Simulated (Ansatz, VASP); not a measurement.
Two plane-wave programs on Fe3Ge

File POSCAR:

```
Fe3Ge
1.0
    3.6605005200      0.0000000000      0.0000000000
    0.0000000000      3.6605005200      0.0000000000
    0.0000000000      0.0000000000      3.6605005200
Fe Ge
3 1
Direct
    0.0000000000      0.5000000000      0.5000000000
    0.5000000000      0.0000000000      0.5000000000
    0.5000000000      0.5000000000      0.0000000000
    0.0000000000      0.0000000000      0.0000000000
```

File INCAR.step1:

```
PREC = Accurate
ENCUT = 660
ISMEAR = 1
SIGMA = 0.1
LREAL = False
LASPH = True
NELM = 200
ISPIN = 2
MAGMOM = 3.5 3.5 3.5 0
LMAXMIX = 4
NBANDS = 31
GGA = PE
ALGO = Normal
EDIFF = 1E-5
LWAVE = True
LCHARG = False
GGA_COMPAT = False
```

Contents of INCAR.step2:

```
PREC = Accurate
ENCUT = 660
EDIFF = 1E-6
ISMEAR = 1
SIGMA = 0.1
LREAL = False
LASPH = True
NELM = 200
ALGO = Normal
ISIF = 2
LWAVE = False
LCHARG = False
ISPIN = 2
MAGMOM = 3.5 3.5 3.5 0
LORBIT = 11
LMAXMIX = 4
METAGGA = R2SCAN
LMIXTAU = True
NBANDS = 31
ISTART = 1
GGA_COMPAT = False
```

File KPOINTS:

```
regular mesh
0
Gamma
  4 4 4
```

Input for Ansatz:

```yaml
crystal:
  lattice:
    bravais: cubic
    a: 3.66050052
  space_group: 221
  atoms:
    - { symbol: Fe, position: [0.0, 0.5, 0.5] }
    - { symbol: Ge, position: [0.0, 0.0, 0.0] }
accuracy: medium
kpoints:
  mp_grid:
    grid: [4, 4, 4]
hamiltonian:
  xc: r2scan
  pseudopotentials:
    kind: nc
magnetization:
  spin_polarized: true
  per_species:
    Fe: 3.5
scf:
  occupations:
    method: methfessel_paxton
    width: 0.1
output:
  stress: true
```

Alike in both runs: task single point; functional r2SCAN; k mesh 4 × 4 × 4; occupations methfessel-paxton of order 1, width 0.1 eV; collinear spin.

|  | VASP | Ansatz |
| --- | --- | --- |
| version | VASP 6.6.1 | Ansatz 0.2.0 |
| potentials or method | VASP PAW PBE potentials, release 64 (Fe, Ge_d) | plane waves |
| plane-wave cutoff (eV) | 660 | 1230 |
| valence electrons in the cell | 38 | 62 |

Ansatz gave:

```
pressure (GPa)                                                : -0.4
net moment per atom (μB)                                      : 1.98
size of the moment on the site where the two differ most (μB) : 2.79
```

**Question.** Which values does VASP return?

**Answer.** Pressure (GPa): 0.2; net moment per atom (μB): 1.94; size of the moment on the site where the two differ most (μB): 2.70.

VASP's potentials were made for PBE, not for r2SCAN. Site moments also hang on the region over which each program counts them. VASP's potentials hold 38 valence electrons a cell and Ansatz's 62, so a difference there can come from the potentials and not from the codes. Ansatz's warnings: pbe made norm conserving files, stability check not made.

The k mesh is coarse, so the values compare programs but aren't converged.
